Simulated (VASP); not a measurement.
Crystal: CdF2.

```
CELL_PARAMETERS angstrom
0.00000 2.69400 2.69400
2.69400 0.00000 2.69400
2.69400 2.69400 0.00000
ATOMIC_POSITIONS crystal
Cd 0.00000 0.00000 0.00000
F 0.75000 0.75000 0.75000
F 0.25000 0.25000 0.25000
```

Base run:

| Item | Value |
| --- | --- |
| Program | VASP 6.6.1 |
| Functional | r2SCAN |
| Potentials or basis | VASP PAW PBE potentials, release 64 (Cd, F) |
| Cutoff | 520 eV |
| k mesh | 9 × 9 × 9 |
| Occupations | fermi-dirac, width 0.05 eV |
| Spin | no spin polarisation |

Its results: band gap on the k mesh 3.78 eV, indirect (least direct gap 4.25 eV); pressure 1.0 GPa.

Question: The run is repeated on the same cell with these changes: functional from r2SCAN to BLYP. What comes out?

Answer: Band gap on the k mesh 3.17 eV, indirect (least direct gap 3.62 eV); pressure 9.4 GPa.

r2SCAN gives the wider gap, since meta-GGAs in the generalised Kohn-Sham scheme recover part of the derivative discontinuity.

Caveats: the PAW data sets were made with another functional, which shifts forces and pressure a little.

A k mesh can miss the band edges.
